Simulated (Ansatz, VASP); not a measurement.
This is a calculation of WC for VASP 6.6.1.

The input INCAR:

```
SYSTEM = WC
PREC = Accurate
ENCUT = 520
EDIFF = 1E-7
ISMEAR = -1
SIGMA = 0.05
LREAL = .False.
LASPH = .True.
NELM = 100
ALGO = Normal
ISIF = 2
LWAVE = .False.
LCHARG = .False.
GGA = PS
NBANDS = 16
```

KPOINTS

```
Automatic mesh
0
Gamma
  8 8 8
  0 0 0
```

File POSCAR:

```
WC
1.0
    0.0000000000      2.1926840000      2.1926840000
    2.1926840000      0.0000000000      2.1926840000
    2.1926840000      2.1926840000      0.0000000000
W C
1 1
Direct
    0.0000000000      0.0000000000      0.0000000000
    0.5000000000      0.5000000000      0.5000000000
```

Potentials or basis: VASP PAW PBE potentials, release 64 (W_sv, C).

The run is started by

```console
$ cat potpaw_PBE.64/W_sv/POTCAR potpaw_PBE.64/C/POTCAR > POTCAR
$ mpirun -np 1 vasp_std > vasp.out
```

Task: Set up the same calculation for Ansatz 0.2.0. Potentials there: all-electron PAW datasets made for the crystal.

Result: As run (the cutoff follows the program's own potentials):

File input.yaml:

```yaml
crystal:
  lattice:
    - [0.0, 2.192684, 2.192684]
    - [2.192684, 0.0, 2.192684]
    - [2.192684, 2.192684, 0.0]
  atoms:
    - { symbol: W, position: [0.0, 0.0, 0.0] }
    - { symbol: C, position: [0.5, 0.5, 0.5] }
kpoints:
  mp_grid: { grid: [8, 8, 8] }
scf:
  occupations: { method: fermi_dirac, width: 0.05 }
hamiltonian:
  xc: pbesol
  pseudopotentials: { kind: all_electron, datasets: crystal }
output:
  forces: true
  stress: true
  eigenvalues: true
```

Potentials or basis: all-electron PAW datasets made for the crystal.

The run is started by

```sh
$ ansatz run input.yaml --threads 2 --pin off --max-ram 8192MiB --backend cpu --events-out ev --progress --plain --runs-dir out
```

Both were run:

|  | VASP | Ansatz | Ansatz less VASP |
| --- | --- | --- | --- |
| gap on the k mesh at the Fermi level (eV) | none | none | - |
| pressure (GPa) | -8.8 | -9.7 | -0.96 |

VASP's potentials were made for PBE, not for PBEsol. A gap of «none» marks a metal or a gap that the smearing closes. Ansatz ran all-electron here, and VASP with PAW potentials.

Spin-orbit coupling is off throughout. Noted on Ansatz's run: the k mesh is thin for a metal, which can move the energy by tens of meV per atom.
